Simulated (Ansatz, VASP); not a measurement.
## One calculation of ZrC, two programs

Contents of INCAR:

```
SYSTEM = ZrC
ALGO     = Normal         ! electronic algorithm
EDIFF    = 1E-7           ! SCF threshold, eV
EDIFFG   = -0.01          ! ionic threshold
ENCUT    = 600            ! plane-wave cutoff, eV
GGA      = PE             ! functional
IBRION   = 2              ! ionic algorithm
ISIF     = 3              ! what is computed and relaxed
ISMEAR   = 0              ! smearing method
LASPH    = .True.         ! aspherical terms in the spheres
LCHARG   = .False.        ! write CHGCAR
LREAL    = .False.        ! projectors in reciprocal space
LWAVE    = .False.        ! write WAVECAR
NELM     = 100            ! most SCF steps
NSW      = 100            ! ionic steps
PREC     = Accurate       ! precision mode
SIGMA    = 0.1            ! smearing width, eV
```

Contents of KPOINTS:

```
k-points
0
Gamma
  18 18 14
  0 0 0
```

The input POSCAR:

```
ZrC
1.0
    3.1820498165      0.0000000000      0.0000000000
    0.0000000000      3.1820498165      0.0000000000
    0.0000000000      0.0000000000      4.0300443533
Zr C
1 1
Direct
    0.5000000000      0.5000000000      0.0000000000
    0.0000000000      0.0000000000      0.0000000000
```

Input for Ansatz:

```yaml
crystal:
  lattice:
    - [3.1820498165, 0.0, 0.0]
    - [0.0, 3.1820498165, 0.0]
    - [0.0, 0.0, 4.0300443533]
  atoms:
    - { symbol: Zr, position: [0.5, 0.5, 0.0] }
    - { symbol: C, position: [0.0, 0.0, 0.0] }
basis:
  ecutwfc: 420
kpoints:
  mp_grid: { grid: [18, 18, 14] }
hamiltonian:
  xc: pbe
scf:
  occupations: { method: gaussian, width: 0.1 }
output:
  forces: true
  stress: true
  eigenvalues: true
  write_density: true
  write_potential: true
  elf: true
  volumetric_format: npy
relax:
  adjacent_minimum: "off"
  f_tol: 0.01
  max_steps: 80
  cell: { stress_tol: 0.05 }
```

Alike in both runs: task relaxation of cell and atoms; functional PBE; k mesh 18 × 18 × 14; occupations gaussian, width 0.1 eV; no spin polarisation.

|  | VASP | Ansatz |
| --- | --- | --- |
| version | VASP 6.6.1 | Ansatz 0.2.0 |
| potentials or method | VASP PAW PBE potentials, release 64 (Zr_sv, C), cutoff 600 eV | scalar-relativistic, plane waves, PAW |
| valence electrons in the cell | 16 | 16 |

Ansatz gave:

| Property | Result |
| --- | --- |
| gap on the k mesh at the Fermi level, each at its own relaxed structure (eV) | none |
| relaxed volume (Å³/atom) | 20.85 |
| relaxed cell length with the largest relative difference (Å) | 4.118 |

Q: Estimate VASP's values.

A: gap on the k mesh at the Fermi level, each at its own relaxed structure (eV): none; relaxed volume (Å³/atom): 20.80; relaxed cell length with the largest relative difference (Å): 4.108.

A gap of «none» marks a metal or a gap that the smearing closes.
